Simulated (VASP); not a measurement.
Write the native input for VASP 6.6.1 that does the following.

```yaml
Task: single point
Functional: r2SCAN
Potentials_or_basis: VASP PAW PBE potentials, release 64 (Ti_sv, Te)
Cutoff: 520 eV
k_mesh: 12 × 12 × 8
Occupations: gaussian, width 0.1 eV
Spin: no spin polarisation
Dipole_correction: no
Further_INCAR_settings: ALGO = Normal; EDIFF = 1e-06; NBANDS = 19
```

TiTe2:

```
Ti Te
1.0
     3.78907    0.00000    0.00000
    -1.89454    3.28143    0.00000
     0.00000    0.00000    6.73063
Ti Te
1 2
Direct
  0.00000 0.00000 0.00000
  0.66667 0.33333 0.25230
  0.33333 0.66667 0.74770
```

This cell differs from its parent crystal: volume scaled by 0.97, then relaxed in part.

These files were run (other wordings do the same):

POSCAR

```
TiTe2
1.0
    3.7890740654      0.0000000000      0.0000000000
   -1.8945370327      3.2814343974      0.0000000000
    0.0000000000      0.0000000000      6.7306340059
Ti Te
1 2
Direct
    0.0000000000      0.0000000000      0.0000000000
    0.6666666667      0.3333333333      0.2523046913
    0.3333333333      0.6666666667      0.7476953087
```

INCAR.step1

```
SYSTEM = TiTe2
ALGO = Normal ; EDIFF = 1E-4
ENCUT = 520 ; GGA = PE
ISMEAR = 0 ; LASPH = .TRUE.
LCHARG = .FALSE. ; LREAL = .FALSE.
LWAVE = .TRUE. ; NBANDS = 19
NELM = 100 ; PREC = Accurate
SIGMA = 0.1
```

INCAR.step2

```
SYSTEM = TiTe2
ALGO = Normal ; EDIFF = 1E-6
ENCUT = 520 ; ISIF = 2
ISMEAR = 0 ; ISTART = 1
LASPH = .TRUE. ; LCHARG = .FALSE.
LMIXTAU = .TRUE. ; LREAL = .FALSE.
LWAVE = .FALSE. ; METAGGA = R2SCAN
NBANDS = 19 ; NELM = 100
PREC = Accurate ; SIGMA = 0.1
```

KPOINTS

```
k-points
0
G
  12 12 8
  0 0 0
```

Potentials or basis: VASP PAW PBE potentials, release 64 (Ti_sv, Te).

The run is started by

```sh
$ cat potpaw_PBE.64/Ti_sv/POTCAR potpaw_PBE.64/Te/POTCAR > POTCAR
$ cp INCAR.step1 INCAR
$ mpirun -np 1 vasp_std > vasp.out
$ cp INCAR.step2 INCAR
$ mpirun -np 1 vasp_std > vasp.out
```

Results of the run:

```yaml
Pressure: 0.7 GPa
Largest_force: 0.010 eV/Å
Band_gap_on_the_k_mesh: zero (band 12 reaches 6.69 eV, above the bottom of band 13 at 6.12 eV)
```

Caveat: the PAW data sets were made with another functional, which shifts forces and pressure a little; spin-orbit coupling is left out, which moves the levels of the heavy elements.

Run time: 8.5 min on 1 thread of Intel Xeon 6975P-C, with other jobs on the host, peak memory 0.35 GiB.
